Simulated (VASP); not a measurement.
# O (R-3m) in VASP: notebook, part 2 of 2

VASP 6.6.1. Earlier steps stand in the parts before.

### 6 Single point, PBEsol

This run uses another cell than the first one, of 7.78 Å³/atom.

File INCAR:

```
SYSTEM = O
  ALGO = Normal
  EDIFF = 1E-7
  ENCUT = 520
  GGA = PS
  ISIF = 2
  ISMEAR = -1
  LASPH = .True.
  LCHARG = .True.
  LELF = .True.
  LREAL = .False.
  LVHAR = .True.
  LWAVE = .False.
  NBANDS = 13
  NELM = 80
  PREC = Accurate
  SIGMA = 0.05
```

File KPOINTS:

```
k-points
0
Gamma
  9 9 9
  0 0 0
```

File POSCAR:

```
O
1.0
    1.1512251594      0.6646601557      3.3902709152
   -1.1512251594      0.6646601557      3.3902709152
    0.0000000000     -1.3293203114      3.3902709152
O
2
Direct
    0.0588613103      0.0588613103      0.0588613103
    0.9411386897      0.9411386897      0.9411386897
```

Potentials or basis: VASP PAW PBE potentials, release 64 (O).

Started as:

```bash
> cat potpaw_PBE.64/O/POTCAR > POTCAR
> mpirun -np 1 vasp_std > vasp.out
```

OUTCAR:

```text
SYSTEM = O
   EDIFF = 1E-7
   ENCUT = 520
   GGA = PS
   ISIF = 2
   ISMEAR = -1
   LASPH = .True.
   LREAL = .False.
   NELM = 80
   PREC = Accurate

 ion  position               nearest neighbor table
   1  0.059  0.059  0.059-   2 1.20
   2  0.941  0.941  0.941-   1 1.20

  LATTYP: Found a trigonal (rhomboedric) cell.
 ALAT       =     3.6415696298
 COS(alpha) =     0.8001181762

  Lattice vectors:

 A1 = (   1.1512251594,   0.6646601557,   3.3902709152)
 A2 = (  -1.1512251594,   0.6646601557,   3.3902709152)
 A3 = (   0.0000000000,  -1.3293203114,   3.3902709152)

Analysis of symmetry for initial positions (statically):
=====================================================================
 Subroutine PRICEL returns:
 Original cell was already a primitive cell.

 Routine SETGRP: Setting up the symmetry group for a
 trigonal (rhombohedral) supercell.

 Subroutine GETGRP returns: Found 12 space group operations
 (whereof 12 operations were pure point group operations)
 out of a pool of 12 trial point group operations.

The static configuration has the point symmetry D_3d.

[... 162 lines left out ...]
 cond. band min:       3.9698905421   @ k =  -0.4444   0.3333   0.3333
 fundamental gap:      0.0358244575
 Fermi energy:         3.9362553341

 k-point     1 :       0.0000    0.0000    0.0000
  band No.  band energies     occupation
      1     -25.2643      2.00000
      2     -11.3101      2.00000
      3      -6.8075      2.00000
      4      -0.7277      2.00000
      5      -0.7277      2.00000
      6       5.7771      0.00000
      7       5.7771      0.00000
      8      15.1271      0.00000
      9      17.1722      0.00000
     10      19.4195      0.00000
     11      27.4715      0.00000
     12      31.5068      0.00000
     13      31.5068      0.00000
[... 354 lines left out ...]
  band No.  band energies     occupation
      1     -23.4539      2.00000
      2     -10.1469      2.00000
      3      -6.8050      2.00000
      4      -3.1270      2.00000
      5      -2.1032      2.00000
      6       0.7492      2.00000
      7       5.1247      0.00000
      8      13.7042      0.00000
      9      18.7754      0.00000
     10      22.1265      0.00000
     11      24.6638      0.00000
     12      26.9661      0.00000
     13      31.4339      0.00000

 [... further k-points ...]
[... 5 lines left out ...]
  --------------------------------------------------------------------------------------
  -------------------------------------------------------------------------------------
  Total        1.9132167      1.9132167      3.7571643      0.0000000     -0.0000000      0.0000000
  in kB      196.9378454    196.9378454    386.7454360      0.0000000     -0.0000000      0.0000000
  external PRESSURE =     260.2070423 kB  Pullay stress =       0.0000000 kB

 VOLUME and BASIS-vectors are now :
 -----------------------------------------------------------------------------
  energy-cutoff  :      520.00
  volume of cell :       15.56
      direct lattice vectors                 reciprocal lattice vectors
     1.151225159  0.664660156  3.390270915     0.434319903  0.250754713  0.098320560
    -1.151225159  0.664660156  3.390270915    -0.434319903  0.250754713  0.098320560
     0.000000000 -1.329320311  3.390270915     0.000000000 -0.501509426  0.098320560

 POSITION                                       TOTAL-FORCE (eV/Angst)
 -----------------------------------------------------------------------------------
      0.00000      0.00000      0.59867         0.000000     -0.000000      1.595427
      0.00000      0.00000      9.57215         0.000000      0.000000     -1.595427
 -----------------------------------------------------------------------------------
    total drift:                                0.000000     -0.000000      0.000000

  FREE ENERGIE OF THE ION-ELECTRON SYSTEM (eV)
  ---------------------------------------------------
  free  energy   TOTEN  =       -10.0105616833 eV

  energy  without entropy=      -10.0062987277  energy(sigma->0) =      -10.00843021
```

It took 45 s on 1 thread of Intel Xeon 8259CL, shared host; peak memory 0.15 GiB.

What came out:

```yaml
Free_energy: -10.0106 eV
Pressure: 26.0 GPa
Largest_force: 1.595 eV/Å
Band_gap_on_the_k_mesh: zero (bands 6 and 7 overlap by 3.44 eV)
```

Forces in eV/Å, atoms in the order of the input:
```
O    0.000  0.000  1.595
O    0.000  0.000 -1.595
```

Stress tensor (GPa, compression positive):
```
19.69  0.00  0.00
 0.00 19.69  0.00
 0.00  0.00 38.67
```

Caveat: the standard files for N, O and F lose accuracy on very short bonds; spin is off for a triplet molecule; the cell stands under pressure; this functional lacks dispersion, which holds the molecules together, so the pressure and a relaxed volume are unreliable; the PAW data sets were made with another functional, which shifts forces and pressure a little.

### 7 The runs side by side

```tsv
level	potentials or basis	cell	k mesh	smearing	grid for exact exchange (PRECFOCK)	share of exact exchange	gap on the mesh (eV)	pressure (GPa)	largest force (eV/Å)
LDA	VASP PAW LDA potentials, release 64 (O)	a = 4.286 Å, angles 47.0°, 2 atoms, atomic positions A	9 × 9 × 9	gaussian 0.05 eV	-	-	none	-7.2	1.78
r2SCAN	VASP PAW PBE potentials, release 64 (O)	a = 4.203 Å, angles 47.0°, 2 atoms, atomic positions A	9 × 9 × 9	gaussian 0.05 eV	-	-	none	-3.6	0.14
PBE0	VASP PAW PBE potentials, release 64 (O)	a = 4.203 Å, angles 47.0°, 2 atoms, atomic positions A	5 × 5 × 5	fermi-dirac 0.05 eV	Normal	0.25	none	-5.8	1.03
PBEsol	VASP PAW PBE potentials, release 64 (O)	a = 3.549 Å, angles 37.2°, 2 atoms, atomic positions B	9 × 9 × 9	fermi-dirac 0.05 eV	-	-	none	36.7	1.65
PBEsol	VASP PAW PBE potentials, release 64 (O)	a = 3.642 Å, angles 36.9°, 2 atoms, atomic positions C	9 × 9 × 9	fermi-dirac 0.05 eV	-	-	none	26.0	1.60
```

Alike in all rows: task single point; no spin polarisation; cutoff (eV) 520.

Caveats: some runs use coarse meshes; the standard files for N, O and F lose accuracy on very short bonds; spin is off for a triplet molecule; the PAW data sets were made with another functional, which shifts forces and pressure a little (at least some runs); this functional lacks dispersion, which holds the molecules together, so the pressure and a relaxed volume are unreliable (at least some runs); the cell stands under tension (at least some runs); forces of over 1 eV/Å act on the atoms, so gaps and moduli don't describe the material at rest (at least some runs); the cell stands under pressure (at least some runs).

Absolute energies hang on the potentials; compare differences alone.
